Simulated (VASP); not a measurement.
Runs of VASP 6.6.1 on MgO. The structure is that of space group P6_3mc (No. 186), or close to it. The cells are those of the table. 

```csv
level,cell,smearing,gap on the mesh (eV),pressure (GPa),largest force (eV/Å)
PBE,"a = 3.190, b = 3.190, c = 4.883 Å, angles 90.0, 90.0, 120.0°, 4 atoms",fermi-dirac 0.02 eV,4.05,17.9,0.01
r2SCAN,"a = 3.222, b = 3.222, c = 4.934 Å, angles 90.0, 90.0, 120.0°, 4 atoms",gaussian 0.01 eV,(c),8.2,-
r2SCAN,"a = 3.321, b = 3.321, c = 5.085 Å, angles 90.0, 90.0, 120.0°, 4 atoms",gaussian 0.01 eV,4.04,(a),-
PBE,"a = 3.354, b = 3.354, c = 5.135 Å, angles 90.0, 90.0, 120.0°, 4 atoms",fermi-dirac 0.02 eV,3.23,-3.4,0.02
r2SCAN,"a = 3.420, b = 3.420, c = 5.236 Å, angles 90.0, 90.0, 120.0°, 4 atoms",gaussian 0.01 eV,3.58,-12.3,-
r2SCAN,"a = 3.255, b = 3.255, c = 4.984 Å, angles 90.0, 90.0, 120.0°, 4 atoms",gaussian 0.01 eV,4.38,3.5,-
PBE,"a = 3.157, b = 3.157, c = 4.833 Å, angles 90.0, 90.0, 120.0°, 4 atoms",fermi-dirac 0.02 eV,4.24,24.0,0.01
r2SCAN,"a = 3.157, b = 3.157, c = 4.833 Å, angles 90.0, 90.0, 120.0°, 4 atoms",gaussian 0.01 eV,4.94,19.6,-
PBE,"a = 3.420, b = 3.420, c = 5.236 Å, angles 90.0, 90.0, 120.0°, 4 atoms",fermi-dirac 0.02 eV,2.95,-8.7,0.02
PBE,"a = 3.288, b = 3.288, c = 5.034 Å, angles 90.0, 90.0, 120.0°, 4 atoms",fermi-dirac 0.02 eV,(b),3.5,0.02
r2SCAN,"a = 3.387, b = 3.387, c = 5.185 Å, angles 90.0, 90.0, 120.0°, 4 atoms",gaussian 0.01 eV,3.73,-10.0,-
PBE,"a = 3.222, b = 3.222, c = 4.934 Å, angles 90.0, 90.0, 120.0°, 4 atoms",fermi-dirac 0.02 eV,3.88,12.5,0.01
```

Alike in all rows: task single point; potentials or basis VASP PAW PBE potentials, release 64 (Mg, O); no spin polarisation; k mesh 12 × 12 × 6; cutoff (eV) 520.

Problem. Fill in the values left out.

Solution. (a) -4.1; (b) 3.54; (c) 4.56.

Caveats: the PAW data sets were made with another functional, which shifts forces and pressure a little (some runs).

A k mesh can miss the band edges.
